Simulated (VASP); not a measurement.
# EuMn (Pm-3m) in VASP: further runs, part 2 of 2

VASP 6.6.1.

### Step 5. Single point, PBE+U, collinear spin, ferrimagnetic start

This run uses another cell than the first one, of 26.57 Å³/atom.

INCAR

```
PREC     = Accurate       # precision mode
ENCUT    = 520            # plane-wave cutoff, eV
EDIFF    = 1E-6           # SCF threshold, eV
ISMEAR   = 0              # smearing method
SIGMA    = 0.05           # smearing width, eV
LREAL    = False          # projectors in reciprocal space
LASPH    = True           # aspherical terms in the spheres
NELM     = 150            # most SCF steps
ALGO     = Normal         # electronic algorithm
ISIF     = 2              # what is computed and relaxed
LWAVE    = False          # write WAVECAR
LCHARG   = False          # write CHGCAR
ISPIN    = 2              # spin polarisation
MAGMOM   = 7 -3.5         # initial moments
LORBIT   = 11             # projections on sites
LMAXMIX  = 6              # l up to which the mixer works
LDAU     = True           # DFT+U
LDAUTYPE = 2            
LDAUL    = 3 -1           # shell
LDAUU    = 6 0            # U, eV
LDAUJ    = 0 0          
LDAUPRINT= 1            
GGA      = PE             # functional
NBANDS   = 26             # bands
```

KPOINTS

```
Automatic mesh
0
Gamma
  8 8 8
```

POSCAR

```
EuMn
1.0
    3.7595588182      0.0000000000      0.0000000000
    0.0000000000      3.7595588182      0.0000000000
    0.0000000000      0.0000000000      3.7595588182
Eu Mn
1 1
Direct
    0.0000000000      0.0000000000      0.0000000000
    0.5000000000      0.5000000000      0.5000000000
```

Potentials or basis: VASP PAW PBE potentials, release 64 (Eu, Mn_pv).

Run with:

```
cat potpaw_PBE.64/Eu/POTCAR potpaw_PBE.64/Mn_pv/POTCAR > POTCAR
mpirun -np 1 vasp_std > vasp.out
```

OUTCAR:

```text
PREC = Accurate
   ENCUT = 520
   EDIFF = 1E-6
   ISMEAR = 0
   LREAL = False
   LASPH = True
   NELM = 150
   ISIF = 2
   ISPIN = 2
   LORBIT = 11
   GGA = PE

 ion  position               nearest neighbor table
   1  0.000  0.000  0.000-   2 3.26   2 3.26   2 3.26   2 3.26   2 3.26   2 3.26   2 3.26   2 3.26

   2  0.500  0.500  0.500-   1 3.26   1 3.26   1 3.26   1 3.26   1 3.26   1 3.26   1 3.26   1 3.26

  LATTYP: Found a simple cubic cell.
 ALAT       =     3.7595588182

  Lattice vectors:

 A1 = (   3.7595588182,   0.0000000000,   0.0000000000)
 A2 = (   0.0000000000,   3.7595588182,   0.0000000000)
 A3 = (   0.0000000000,   0.0000000000,   3.7595588182)

Analysis of symmetry for initial positions (statically):
=====================================================================
 Subroutine PRICEL returns:
 Original cell was already a primitive cell.

 Routine SETGRP: Setting up the symmetry group for a
 simple cubic supercell.

 Subroutine GETGRP returns: Found 48 space group operations
 (whereof 48 operations were pure point group operations)
 out of a pool of 48 trial point group operations.

The static configuration has the point symmetry O_h .

Analysis of symmetry for dynamics (positions and initial velocities):
=====================================================================
 Subroutine PRICEL returns:
 Original cell was already a primitive cell.

 Routine SETGRP: Setting up the symmetry group for a
 simple cubic supercell.

 Subroutine GETGRP returns: Found 48 space group operations
 (whereof 48 operations were pure point group operations)
 out of a pool of 48 trial point group operations.

The dynamic configuration has the point symmetry O_h .

Analysis of structural, dynamic, and magnetic symmetry:
=====================================================================
 Subroutine PRICEL returns:
 Original cell was already a primitive cell.

 Routine SETGRP: Setting up the symmetry group for a
[... 165 lines left out ...]
  0.0006  0.0000 -0.0001  0.0000  0.0000  0.0000 -0.0000
  0.0000  0.0012  0.0000  0.0000  0.0000  0.0000 -0.0000
 -0.0001  0.0000  0.0006 -0.0000  0.0000  0.0000 -0.0000
  0.0000  0.0000 -0.0000  0.0005 -0.0000  0.0000 -0.0000
  0.0000  0.0000  0.0000 -0.0000  0.0006 -0.0000  0.0001
  0.0000  0.0000  0.0000  0.0000 -0.0000  0.0007  0.0000
 -0.0000 -0.0000 -0.0000 -0.0000  0.0001  0.0000  0.0006

 occupancies and eigenvectors

  o =  0.0005  v =  0.0000  0.0000  0.0000  0.0000  0.0000  0.0000  0.0000  0.7906 -0.0000  0.6124 -0.0026 -0.0022 -0.0000  0.0028      0.0000  0.0000  0.0000  0.0000  0.0000  0.0000  0.0000  0.0000  0.0000  0.0000  0.0000  0.0000  0.0000  0.0000
  o =  0.0005  v =  0.0000  0.0000  0.0000  0.0000  0.0000  0.0000  0.0000  0.0021 -0.0000  0.0016  1.0000  0.0043 -0.0000 -0.0056      0.0000  0.0000  0.0000  0.0000  0.0000  0.0000  0.0000  0.0000  0.0000  0.0000  0.0000  0.0000  0.0000  0.0000
  o =  0.0005  v =  0.0000  0.0000  0.0000  0.0000  0.0000  0.0000  0.0000 -0.0028  0.0000 -0.0022  0.0071 -0.6124 -0.0000  0.7905      0.0000  0.0000  0.0000  0.0000  0.0000  0.0000  0.0000  0.0000  0.0000  0.0000  0.0000  0.0000  0.0000  0.0000
  o =  0.0007  v =  0.0000  0.0000  0.0000  0.0000  0.0000  0.0000  0.0000 -0.0008 -0.0000  0.0011  0.0000 -0.7906 -0.0007 -0.6124      0.0000  0.0000  0.0000  0.0000  0.0000  0.0000  0.0000  0.0000  0.0000  0.0000  0.0000  0.0000  0.0000  0.0000
  o =  0.0007  v =  0.0000  0.0000  0.0000  0.0000  0.0000  0.0000  0.0000 -0.6124  0.0000  0.7906 -0.0000  0.0011 -0.0003  0.0008      0.0000  0.0000  0.0000  0.0000  0.0000  0.0000  0.0000  0.0000  0.0000  0.0000  0.0000  0.0000  0.0000  0.0000
  o =  0.0007  v =  0.0000  0.0000  0.0000  0.0000  0.0000  0.0000  0.0000 -0.0002  0.0000  0.0003  0.0000 -0.0006  1.0000 -0.0004      0.0000  0.0000  0.0000  0.0000  0.0000  0.0000  0.0000  0.0000  0.0000  0.0000  0.0000  0.0000  0.0000  0.0000
  o =  0.0012  v =  0.0000  0.0000  0.0000  0.0000  0.0000  0.0000  0.0000  0.0000  1.0000  0.0000  0.0000  0.0000 -0.0000 -0.0000      0.0000  0.0000  0.0000  0.0000  0.0000  0.0000  0.0000  0.0000  0.0000  0.0000  0.0000  0.0000  0.0000  0.0000
  o =  0.9634  v = -0.6123  0.0000  0.7905  0.0000 -0.0010  0.0102 -0.0007  0.0000  0.0000  0.0000  0.0000  0.0000  0.0000  0.0000      0.0000  0.0000  0.0000  0.0000  0.0000  0.0000  0.0000  0.0000  0.0000  0.0000  0.0000  0.0000  0.0000  0.0000
  o =  0.9634  v = -0.0063 -0.0000  0.0081 -0.0000  0.1180 -0.9887  0.0914  0.0000  0.0000  0.0000  0.0000  0.0000  0.0000  0.0000      0.0000  0.0000  0.0000  0.0000  0.0000  0.0000  0.0000  0.0000  0.0000  0.0000  0.0000  0.0000  0.0000  0.0000
  o =  0.9634  v =  0.0002 -0.0000 -0.0003  0.0000  0.7817  0.1493  0.6055  0.0000  0.0000  0.0000  0.0000  0.0000  0.0000  0.0000      0.0000  0.0000  0.0000  0.0000  0.0000  0.0000  0.0000  0.0000  0.0000  0.0000  0.0000  0.0000  0.0000  0.0000
  o =  0.9650  v =  0.0000  1.0000 -0.0000  0.0000  0.0000 -0.0000 -0.0000  0.0000  0.0000  0.0000  0.0000  0.0000  0.0000  0.0000      0.0000  0.0000  0.0000  0.0000  0.0000  0.0000  0.0000  0.0000  0.0000  0.0000  0.0000  0.0000  0.0000  0.0000
  o =  0.9681  v =  0.0000 -0.0000  0.0000  0.9985 -0.0335 -0.0000  0.0433  0.0000  0.0000  0.0000  0.0000  0.0000  0.0000  0.0000      0.0000  0.0000  0.0000  0.0000  0.0000  0.0000  0.0000  0.0000  0.0000  0.0000  0.0000  0.0000  0.0000  0.0000
  o =  0.9681  v = -0.0000  0.0000  0.0000 -0.0547 -0.6115 -0.0000  0.7894  0.0000  0.0000  0.0000  0.0000  0.0000  0.0000  0.0000      0.0000  0.0000  0.0000  0.0000  0.0000  0.0000  0.0000  0.0000  0.0000  0.0000  0.0000  0.0000  0.0000  0.0000
  o =  0.9681  v =  0.7906 -0.0000  0.6124 -0.0000 -0.0000 -0.0000  0.0000  0.0000  0.0000  0.0000  0.0000  0.0000  0.0000  0.0000      0.0000  0.0000  0.0000  0.0000  0.0000  0.0000  0.0000  0.0000  0.0000  0.0000  0.0000  0.0000  0.0000  0.0000

 number of electron      30.0000034 magnetization       3.5563938

 Free energy of the ion-electron system (eV)
  ---------------------------------------------------
  ext. energy  EPLUGINS =         0.00000000
  ---------------------------------------------------
  free energy    TOTEN  =       -18.77984510 eV

  energy without entropy =      -18.77655598  energy(sigma->0) =      -18.77820054

 E-fermi :   3.5863     XC(G=0): -10.0399

 val. band max:        3.5796915540   @ k =   0.5000   0.3750   0.2500
 cond. band min:       3.5937453489   @ k =   0.5000   0.2500   0.1250
 fundamental gap:      0.0140537949
 Fermi energy:         3.5862683973

 spin component 1

 k-point     1 :       0.0000    0.0000    0.0000
  band No.  band energies     occupation
      1     -42.4309      1.00000
      2     -42.4309      1.00000
      3     -42.4309      1.00000
      4     -36.6152      1.00000
      5     -15.4120      1.00000
      6     -15.4120      1.00000
[... 1385 lines left out ...]
     25      12.8374      0.00000
     26      12.8908      0.00000

 [... further k-points ...]
[... 5 lines left out ...]
  --------------------------------------------------------------------------------------
  -------------------------------------------------------------------------------------
  Total        0.0136538      0.0136538      0.0136538      0.0000000     -0.0000000     -0.0000000
  in kB        0.4116731      0.4116731      0.4116731      0.0000000     -0.0000000     -0.0000000
  external PRESSURE =       0.4116731 kB  Pullay stress =       0.0000000 kB

 VOLUME and BASIS-vectors are now :
 -----------------------------------------------------------------------------
  energy-cutoff  :      520.00
  volume of cell :       53.14
      direct lattice vectors                 reciprocal lattice vectors
     3.759558818  0.000000000  0.000000000     0.265988657  0.000000000  0.000000000
     0.000000000  3.759558818  0.000000000     0.000000000  0.265988657  0.000000000
     0.000000000  0.000000000  3.759558818     0.000000000  0.000000000  0.265988657

 POSITION                                       TOTAL-FORCE (eV/Angst)
 -----------------------------------------------------------------------------------
      0.00000      0.00000      0.00000         0.000000      0.000000      0.000000
      1.87978      1.87978      1.87978         0.000000      0.000000      0.000000
 -----------------------------------------------------------------------------------
    total drift:                                0.000000      0.000000      0.000000

  FREE ENERGIE OF THE ION-ELECTRON SYSTEM (eV)
  ---------------------------------------------------
  free  energy   TOTEN  =       -18.7798450965 eV

  energy  without entropy=      -18.7765559826  energy(sigma->0) =      -18.77820054

 total charge

# of ion       s       p       d       f       tot
--------------------------------------------------
    1        2.070   5.736   0.360   6.757  14.923
    2        0.373   6.097   4.937   0.000  11.407
--------------------------------------------------
tot          2.443  11.832   5.297   6.757  26.330

 magnetization (x)

# of ion       s       p       d       f       tot
--------------------------------------------------
    1        0.010  -0.107   0.176   6.748   6.827
    2       -0.066   0.029  -3.789   0.000  -3.826
--------------------------------------------------
tot         -0.056  -0.078  -3.612   6.748   3.001
```

Wall time 76 s (1 thread of AMD EPYC 9R45 (Zen 5), shared host); peak memory 0.21 GiB.

Results:

- Free energy: -18.7798 eV
- Pressure: 0.0 GPa
- Net moment: 3.56 μB per cell
- Site moments: Eu +6.83; Mn -3.83 μB
- Valence electrons inside the program's atomic spheres: Eu 14.92; Mn 11.41

Eigenvalues of the final occupation matrices:
```tsv
site	spin	trace	eigenvalues
site 1 f	1	6.76	0.96 0.96 0.96 0.96 0.97 0.97 0.97
site 1 f	2	0.00	0.00 0.00 0.00 0.00 0.00 0.00 0.00
```

Caveat: spin-orbit coupling is left out, which moves the levels of the heavy elements.

### Step 6. Single point, PBE+U, collinear spin, ferrimagnetic start

This run uses another cell than the first one, of 26.57 Å³/atom.

INCAR

```
SYSTEM = EuMn
PREC = Accurate
ENCUT = 520
EDIFF = 1E-7
ISMEAR = 0
SIGMA = 0.05
LREAL = .FALSE.
LASPH = .TRUE.
NELM = 150
ALGO = Normal
ISIF = 2
LWAVE = .FALSE.
LCHARG = .FALSE.
ISPIN = 2
MAGMOM = 7 -3.5
LORBIT = 11
LMAXMIX = 6
LDAU = .TRUE.
LDAUTYPE = 2
LDAUL = 3 -1
LDAUU = 6 0
LDAUJ = 0 0
LDAUPRINT = 1
GGA = PE
NBANDS = 26
```

KPOINTS

```
regular mesh
0
G
  8 8 8
  0 0 0
```

POSCAR is that of step 5.

Potentials or basis: VASP PAW PBE potentials, release 64 (Eu, Mn_pv).

Run with:

```
cat potpaw_PBE.64/Eu/POTCAR potpaw_PBE.64/Mn_pv/POTCAR > POTCAR
mpirun -np 1 vasp_std > vasp.out
```

OUTCAR:

```text
SYSTEM = EuMn
   PREC = Accurate
   ENCUT = 520
   EDIFF = 1E-7
   ISMEAR = 0
   LREAL = .FALSE.
   LASPH = .TRUE.
   NELM = 150
   ISIF = 2
   ISPIN = 2
   LORBIT = 11
   GGA = PE

 ion  position               nearest neighbor table
   1  0.000  0.000  0.000-   2 3.26   2 3.26   2 3.26   2 3.26   2 3.26   2 3.26   2 3.26   2 3.26

   2  0.500  0.500  0.500-   1 3.26   1 3.26   1 3.26   1 3.26   1 3.26   1 3.26   1 3.26   1 3.26

  LATTYP: Found a simple cubic cell.
 ALAT       =     3.7595588182

  Lattice vectors:

 A1 = (   3.7595588182,   0.0000000000,   0.0000000000)
 A2 = (   0.0000000000,   3.7595588182,   0.0000000000)
 A3 = (   0.0000000000,   0.0000000000,   3.7595588182)

Analysis of symmetry for initial positions (statically):
=====================================================================
 Subroutine PRICEL returns:
 Original cell was already a primitive cell.

 Routine SETGRP: Setting up the symmetry group for a
 simple cubic supercell.

[... 233 lines left out ...]
 spin component 1

 k-point     1 :       0.0000    0.0000    0.0000
  band No.  band energies     occupation
      1     -42.4306      1.00000
      2     -42.4306      1.00000
      3     -42.4306      1.00000
      4     -36.6148      1.00000
      5     -15.4117      1.00000
      6     -15.4117      1.00000
[... 1385 lines left out ...]
     25      12.8378      0.00000
     26      12.8913      0.00000

 [... further k-points ...]
[... 5 lines left out ...]
  --------------------------------------------------------------------------------------
  -------------------------------------------------------------------------------------
  Total        0.0053980      0.0053980      0.0053980      0.0000000      0.0000000     -0.0000000
  in kB        0.1627550      0.1627550      0.1627550      0.0000000      0.0000000     -0.0000000
  external PRESSURE =       0.1627550 kB  Pullay stress =       0.0000000 kB

 VOLUME and BASIS-vectors are now :
 -----------------------------------------------------------------------------
  energy-cutoff  :      520.00
  volume of cell :       53.14
      direct lattice vectors                 reciprocal lattice vectors
     3.759558818  0.000000000  0.000000000     0.265988657  0.000000000  0.000000000
     0.000000000  3.759558818  0.000000000     0.000000000  0.265988657  0.000000000
     0.000000000  0.000000000  3.759558818     0.000000000  0.000000000  0.265988657

 POSITION                                       TOTAL-FORCE (eV/Angst)
 -----------------------------------------------------------------------------------
      0.00000      0.00000      0.00000         0.000000      0.000000      0.000000
      1.87978      1.87978      1.87978         0.000000      0.000000      0.000000
 -----------------------------------------------------------------------------------
    total drift:                                0.000000      0.000000      0.000000

  FREE ENERGIE OF THE ION-ELECTRON SYSTEM (eV)
  ---------------------------------------------------
  free  energy   TOTEN  =       -18.7798450589 eV

  energy  without entropy=      -18.7765556854  energy(sigma->0) =      -18.77820037

 total charge

# of ion       s       p       d       f       tot
--------------------------------------------------
    1        2.070   5.736   0.360   6.757  14.923
    2        0.373   6.097   4.937   0.000  11.407
--------------------------------------------------
tot          2.443  11.832   5.297   6.757  26.330

 magnetization (x)

# of ion       s       p       d       f       tot
--------------------------------------------------
    1        0.010  -0.107   0.176   6.748   6.827
    2       -0.066   0.029  -3.789   0.000  -3.826
--------------------------------------------------
tot         -0.056  -0.078  -3.612   6.748   3.001
```

It took 82 s on 1 thread of AMD EPYC 9R45 (Zen 5), shared host; peak memory 0.21 GiB.

What came out:

```yaml
Free_energy: -18.7798 eV
Pressure: 0.0 GPa
Net_moment: 3.56 μB per cell
Site_moments: Eu +6.83; Mn -3.83 μB
Valence_electrons_inside_the_program's_atomic_spheres: Eu 14.92; Mn 11.41
```

Levels at points of the mesh, in eV from the Fermi level:
Spin up:
```
           k point  band 13  band 14  band 15  band 16  band 17  band 18  band 19  band 20  band 21  band 22
(0.00, 0.00, 0.00)    -1.37    -1.37    -1.31    -1.25    -1.25     1.07     1.07     1.07     2.56     2.56
(0.50, 0.00, 0.00)    -1.40    -1.38    -1.27    -1.27     0.25     1.03     1.09     1.09     1.40     1.50
(0.50, 0.50, 0.00)    -1.36    -1.28    -1.26    -1.18     0.30     0.30     1.16     1.16     1.36     1.41
(0.50, 0.50, 0.50)    -1.28    -1.28    -0.84    -0.84    -0.84     0.49     0.49     0.49     1.38     1.38
```
Spin down:
| k point | band 9 | band 10 | band 11 | band 12 | band 13 | band 14 | band 15 | band 16 | band 17 | band 18 |
| --- | --- | --- | --- | --- | --- | --- | --- | --- | --- | --- |
| (0.00, 0.00, 0.00) | -2.97 | -2.97 | -2.48 | -2.48 | -2.48 | 2.36 | 2.36 | 5.65 | 5.65 | 5.65 |
| (0.50, 0.00, 0.00) | -2.72 | -2.54 | -2.54 | -2.42 | -1.79 | -1.25 | 2.35 | 3.09 | 3.09 | 6.76 |
| (0.50, 0.50, 0.00) | -3.11 | -2.73 | -2.73 | -2.02 | -1.21 | 1.43 | 1.43 | 2.53 | 5.17 | 5.17 |
| (0.50, 0.50, 0.50) | -2.67 | -2.67 | -2.01 | -2.01 | -0.41 | -0.41 | -0.41 | 1.66 | 7.10 | 7.10 |

Eigenvalues of the final occupation matrices:
| site | spin | trace | eigenvalues |
| --- | --- | --- | --- |
| site 1 f | 1 | 6.76 | 0.96 0.96 0.96 0.97 0.97 0.97 0.97 |
| site 1 f | 2 | 0.00 | 0.00 0.00 0.00 0.00 0.00 0.00 0.00 |

Caveat: spin-orbit coupling is left out, which moves the levels of the heavy elements. The state reached can hang on the start; a lower one may exist.

### Step 7. The runs side by side

| cell | gap on the mesh (eV) | pressure (GPa) | moment (μB) |
| --- | --- | --- | --- |
| a = 3.689 Å, 2 atoms | none | 1.6 | 3.63 |
| a = 3.709 Å, 2 atoms | none | 1.2 | 3.63 |
| a = 3.734 Å, 2 atoms | none | 0.5 | 3.60 |
| a = 3.760 Å, 2 atoms | none | 0.0 | 3.56 |

Alike in all rows: task single point; level PBE+U; potentials or basis VASP PAW PBE potentials, release 64 (Eu, Mn_pv); spin collinear, ferrimagnetic start; Eu f U = 6.0 eV; k mesh 8 × 8 × 8; cutoff (eV) 520; smearing gaussian 0.05 eV.

Caveats: spin-orbit coupling is left out, which moves the levels of the heavy elements.

Total energies depend on the potentials used, so only differences within one code and one set of settings carry meaning.

The gap in the log of VASP goes by the Fermi energy; the results here count the filled bands.